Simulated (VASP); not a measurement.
# MnAs (P6_3/mmc) in VASP: single point with PBE

Aim: the single point of MnAs with PBE.

Program: VASP 6.6.1. These are calculated values, not measurements. Logs are shortened: lines on timing, memory, paths and dates and some standing lists are left out, and cuts for length are marked.

### Step 1. The cell of the first run

Symmetry: P6_3/mmc, No. 194, hexagonal system. The conventional cell has a = 3.710 Å, b = 3.710 Å, c = 5.691 Å, α = 90.00°, β = 90.00°, γ = 120.00°. Within 3.4 Å of Mn (site symmetry -3m) lie 6 As at 2.57 Å and 2 Mn at 2.85 Å. Within 3.4 Å of As (site symmetry -6m2) lie 6 Mn at 2.57 Å.

### Step 2. Single point, PBE, collinear spin, ferromagnetic start

Input file INCAR:

```
SYSTEM = MnAs
  PREC = Accurate
  ENCUT = 520
  EDIFF = 1E-7
  ISMEAR = -1
  SIGMA = 0.05
  LREAL = .False.
  LASPH = .True.
  NELM = 150
  ALGO = Normal
  ISIF = 2
  LWAVE = .False.
  LCHARG = .True.
  ISPIN = 2
  MAGMOM = 4 4 0 0
  LORBIT = 11
  LMAXMIX = 4
  GGA = PE
  LELF = .True.
  LVHAR = .True.
  NBANDS = 30
```

Input file KPOINTS:

```
Automatic mesh
0
Gamma
  10 10 6
  0 0 0
```

Input file POSCAR:

```
MnAs
1.0
    3.7100000000      0.0000000000      0.0000000000
   -1.8550000000      3.2129542480      0.0000000000
    0.0000000000      0.0000000000      5.6910000000
Mn As
2 2
Direct
    0.0000000000      0.0000000000      0.0000000000
    0.0000000000      0.0000000000      0.5000000000
    0.3333333333      0.6666666667      0.2500000000
    0.6666666667      0.3333333333      0.7500000000
```

Potentials or basis: VASP PAW PBE potentials, release 64 (Mn_pv, As).

Started as:

```bash
> cat potpaw_PBE.64/Mn_pv/POTCAR potpaw_PBE.64/As/POTCAR > POTCAR
> mpirun -np 1 vasp_std > vasp.out
```

OUTCAR:

```text
SYSTEM = MnAs
   PREC = Accurate
   ENCUT = 520
   EDIFF = 1E-7
   ISMEAR = -1
   LREAL = .False.
   LASPH = .True.
   NELM = 150
   ISIF = 2
   ISPIN = 2
   LORBIT = 11
   GGA = PE

 ion  position               nearest neighbor table
   1  0.000  0.000  0.000-   3 2.57   4 2.57   3 2.57   4 2.57   4 2.57   3 2.57   2 2.85   2 2.85

   2  0.000  0.000  0.500-   3 2.57   4 2.57   3 2.57   4 2.57   4 2.57   3 2.57   1 2.85   1 2.85

   3  0.333  0.667  0.250-   1 2.57   2 2.57   1 2.57   2 2.57   1 2.57   2 2.57
   4  0.667  0.333  0.750-   1 2.57   2 2.57   1 2.57   2 2.57   1 2.57   2 2.57

  LATTYP: Found a hexagonal cell.
 ALAT       =     3.7100000000
 C/A-ratio  =     1.5339622642

  Lattice vectors:

 A1 = (   3.7100000000,   0.0000000000,   0.0000000000)
 A2 = (  -1.8550000000,   3.2129542480,   0.0000000000)
 A3 = (   0.0000000000,   0.0000000000,   5.6910000000)

Analysis of symmetry for initial positions (statically):
=====================================================================
 Subroutine PRICEL returns:
 Original cell was already a primitive cell.

 Routine SETGRP: Setting up the symmetry group for a
 hexagonal supercell.

 Subroutine GETGRP returns: Found 24 space group operations
 (whereof 12 operations were pure point group operations)
 out of a pool of 24 trial point group operations.

The static configuration has the point symmetry D_3d.
 The point group associated with its full space group is D_6h.

Analysis of symmetry for dynamics (positions and initial velocities):
=====================================================================
 Subroutine PRICEL returns:
 Original cell was already a primitive cell.

 Routine SETGRP: Setting up the symmetry group for a
 hexagonal supercell.

 Subroutine GETGRP returns: Found 24 space group operations
 (whereof 12 operations were pure point group operations)
 out of a pool of 24 trial point group operations.

The dynamic configuration has the point symmetry D_3d.
 The point group associated with its full space group is D_6h.

Analysis of structural, dynamic, and magnetic symmetry:
=====================================================================
 Subroutine PRICEL returns:
 Original cell was already a primitive cell.

 Routine SETGRP: Setting up the symmetry group for a
 hexagonal supercell.

 Subroutine GETGRP returns: Found 24 space group operations
 (whereof 12 operations were pure point group operations)
 out of a pool of 24 trial point group operations.

The overall configuration has the point symmetry D_3d.
 The point group associated with its full space group is D_6h.

 Subroutine INISYM returns: Found 24 space group operations
 (whereof 12 operations are pure point group operations),
 and found     1 'primitive' translations

----------------------------------------------------------------------------------------

                                     Primitive cell

  volume of cell :      67.8371

  direct lattice vectors                    reciprocal lattice vectors
     3.710000000  0.000000000  0.000000000     0.269541779  0.155620019  0.000000000
    -1.855000000  3.212954248  0.000000000     0.000000000  0.311240037  0.000000000
     0.000000000  0.000000000  5.691000000     0.000000000  0.000000000  0.175716043

  length of vectors
     3.710000000  3.710000000  5.691000000     0.311240037  0.311240037  0.175716043

  position of ions in fractional coordinates (direct lattice)
     0.000000000  0.000000000  0.000000000
     0.000000000  0.000000000  0.500000000
     0.333333333  0.666666667  0.250000000
     0.666666667  0.333333333  0.750000000

  ion indices of the primitive-cell ions
   primitive index   ion index
                 1           1
                 2           2
                 3           3
                 4           4

----------------------------------------------------------------------------------------

 KPOINTS: Automatic mesh

Automatic generation of k-mesh.
 Grid dimensions read from file:
 generate k-points for:   10   10    6

 Generating k-lattice:

  Cartesian coordinates                     Fractional coordinates (reciprocal lattice)
     0.026954178  0.015562002  0.000000000     0.100000000  0.000000000  0.000000000
     0.000000000  0.031124004  0.000000000     0.000000000  0.100000000  0.000000000
     0.000000000  0.000000000  0.029286007     0.000000000  0.000000000  0.166666667

  Length of vectors
     0.031124004  0.031124004  0.029286007

  Shift w.r.t. Gamma in fractional coordinates (k-lattice)
     0.000000000  0.000000000  0.000000000

 Subroutine IBZKPT returns following result:
 ===========================================

 Found     56 irreducible k-points:

 Following reciprocal coordinates:
            Coordinates               Weight
  0.000000  0.000000  0.000000      1.000000
  0.100000  0.000000  0.000000      6.000000
  0.200000  0.000000  0.000000      6.000000
  0.300000  0.000000  0.000000      6.000000
  0.400000  0.000000  0.000000      6.000000
  0.500000  0.000000  0.000000      3.000000
[... 16 lines left out ...]
  0.300000  0.100000  0.166667     24.000000
  0.400000  0.100000  0.166667     24.000000
 [... further k-points ...]
   k-points           NKPTS =     56   k-points in BZ     NKDIM =     56   number of bands    NBANDS=     30
   number of dos      NEDOS =    301   number of ions     NIONS =      4
   total plane-waves  NPLWV =  32928
   dimension x,y,z NGX =    28 NGY =   28 NGZ =   42
   dimension x,y,z NGXF=    56 NGYF=   56 NGZF=   84
   ions per type =               2   2
   NGX,Y,Z   is equivalent  to a cutoff of  12.55, 12.55, 12.27 a.u.
   NGXF,Y,Z  is equivalent  to a cutoff of  25.09, 25.09, 24.54 a.u.
 SYSTEM =  MnAs
   PREC   = accura    normal or accurate (medium, high low for compatibility)
   ISTART =      0    job   : 0-new  1-cont  2-samecut
   ICHARG =      2    charge: 1-file 2-atom 10-const
   ISPIN  =      2    spin polarized calculation?
   LNONCOLLINEAR =      F non collinear calculations
   LSORBIT =      F    spin-orbit coupling
   LASPH  =      T    aspherical Exc in radial PAW
   ENCUT  =  520.0 eV  38.22 Ry    6.18 a.u.   6.90  6.90 10.58*2*pi/ulx,y,z
   NELM   =    150;   NELMIN=  2; NELMDL= -5     # of ELM steps
   EDIFF  = 0.1E-06   stopping-criterion for ELM
   LREAL  =      F    real-space projection
   EDIFFG = 0.1E-05   stopping-criterion for IOM
   NSW    =      0    number of steps for IOM
   IBRION =     -1    ionic relax: 0-MD 1-quasi-New 2-CG
   NFREE  =      0    steps in history (QN), initial steepest desc. (CG)
   ISIF   =      2    stress and relaxation
   ISYM   =      2    0-nonsym 1-usesym 2-fastsym
   POTIM  = 0.5000    time-step for ionic-motion
   TEBEG  =    0.0;   TEEND  =   0.0 temperature during run
   PSTRESS=    0.0 pullay stress
   NELECT =      36.0000    total number of electrons
   NUPDOWN=      -1.0000    fix difference up-down
   EMIN   =  10.00;   EMAX   =-10.00  energy-range for DOS
   EFERMI =   0.00;   METHOD = LEGACY
   ISMEAR =    -1;   SIGMA  =   0.05  broadening in eV -4-tet -1-fermi 0-gaus
   EFERMI_NEDOS =   21; number of points for ismear=-14 and -15
   IALGO  =     38    algorithm
   IMIX   =      4    mixing-type and parameters
     AMIX     =   0.40;   BMIX     =  1.00
     AMIX_MAG =   1.60;   BMIX_MAG =  1.00
  volume/ion in A,a.u.               =      16.96       114.45
  Fermi-wavevector in a.u.,A,eV,Ry     =   1.325419  2.504679 23.901852  1.756737
  Thomas-Fermi vector in A             =   2.454882
   LORBIT       =     11    0 simple, 1 ext, 2 COOP (PROOUT), +10 PAW based schemes
   GGA     = PE    functional components
   LHFCALC =     F    Hartree Fock is set to
   AEXX    =    0.0000 exact exchange contribution
   IVDW    =     0    specifies the selected vdW correction
   LEPSILON=     F    determine dielectric tensor
   LRPA    =     F    only Hartree local field effects (RPA)
 spin polarized calculation
  energy-cutoff  :      520.00
  volume of cell :       67.84
 maximum number of plane-waves:      1848
 NGX is ok and might be reduce to    28
   NGX = 13   NGY = 13   NGZ = 21

 number of electron      35.9999987 magnetization       6.2618297

 Free energy of the ion-electron system (eV)
  ---------------------------------------------------
  ext. energy  EPLUGINS =         0.00000000
  ---------------------------------------------------
  free energy    TOTEN  =       -28.23146535 eV

  energy without entropy =      -28.20751379  energy(sigma->0) =      -28.21948957

 E-fermi :   6.8174     XC(G=0): -11.1667

 val. band max:        6.8123366175   @ k =   0.3000   0.3000   0.1667
 cond. band min:       6.8277862445   @ k =   0.0000   0.0000   0.0000
 fundamental gap:      0.0154496270
 Fermi energy:         6.8174149213

 spin component 1

 k-point     1 :       0.0000    0.0000    0.0000
  band No.  band energies     occupation
      1     -43.1382      1.00000
      2     -43.1382      1.00000
      3     -43.1289      1.00000
      4     -43.1289      1.00000
      5     -42.9397      1.00000
      6     -42.8431      1.00000
[... 781 lines left out ...]
     29      15.7469      0.00000
     30      17.2153      0.00000

 [... further k-points ...]

 spin component 2

 k-point     1 :       0.0000    0.0000    0.0000
  band No.  band energies     occupation
      1     -39.6989      1.00000
      2     -39.6989      1.00000
      3     -39.6986      1.00000
      4     -39.6876      1.00000
      5     -39.6876      1.00000
      6     -39.5854      1.00000
[... 781 lines left out ...]
     29      16.1550      0.00000
     30      17.5000      0.00000

 [... further k-points ...]
[... 5 lines left out ...]
  --------------------------------------------------------------------------------------
  -------------------------------------------------------------------------------------
  Total       -1.1076503     -1.1076503     -2.0626828      0.0000000      0.0000000      0.0000000
  in kB      -26.1605110    -26.1605110    -48.7164905      0.0000000      0.0000000      0.0000000
  external PRESSURE =     -33.6791709 kB  Pullay stress =       0.0000000 kB

 VOLUME and BASIS-vectors are now :
 -----------------------------------------------------------------------------
  energy-cutoff  :      520.00
  volume of cell :       67.84
      direct lattice vectors                 reciprocal lattice vectors
     3.710000000  0.000000000  0.000000000     0.269541779  0.155620019  0.000000000
    -1.855000000  3.212954248  0.000000000     0.000000000  0.311240037  0.000000000
     0.000000000  0.000000000  5.691000000     0.000000000  0.000000000  0.175716043

 POSITION                                       TOTAL-FORCE (eV/Angst)
 -----------------------------------------------------------------------------------
      0.00000      0.00000      0.00000        -0.000000      0.000000     -0.000000
      0.00000      0.00000      2.84550        -0.000000      0.000000     -0.000000
     -0.00000      2.14197      1.42275         0.000000     -0.000000      0.000000
      1.85500      1.07098      4.26825        -0.000000      0.000000      0.000000
 -----------------------------------------------------------------------------------
    total drift:                               -0.000000      0.000000      0.000000

  FREE ENERGIE OF THE ION-ELECTRON SYSTEM (eV)
  ---------------------------------------------------
  free  energy   TOTEN  =       -28.2314653532 eV

  energy  without entropy=      -28.2075137903  energy(sigma->0) =      -28.21948957

 total charge

# of ion       s       p       d       tot
------------------------------------------
    1        0.280   6.239   5.057  11.576
    2        0.280   6.239   5.057  11.576
    3        1.227   1.509   0.049   2.785
    4        1.227   1.509   0.049   2.785
--------------------------------------------------
tot          3.013  15.496  10.212  28.722

 magnetization (x)

# of ion       s       p       d       tot
------------------------------------------
    1        0.037   0.024   3.133   3.194
    2        0.037   0.024   3.133   3.194
    3        0.010  -0.143   0.008  -0.125
    4        0.010  -0.143   0.008  -0.125
--------------------------------------------------
tot          0.094  -0.238   6.282   6.138
```

Wall time 1.7 min (1 thread of Intel Xeon 6975P-C (Granite Rapids), shared host); peak memory 0.31 GiB.

What came out:

```yaml
Free_energy: -28.2315 eV
Pressure: -3.4 GPa
Net_moment: 6.26 μB per cell
Site_moments: Mn +3.19; As -0.12 μB
Valence_electrons_inside_the_program's_atomic_spheres: Mn 11.58; As 2.79
```

Caveat: the cell stands under tension; the run started ferromagnetic, and an antiferromagnetic order may lie lower in energy.
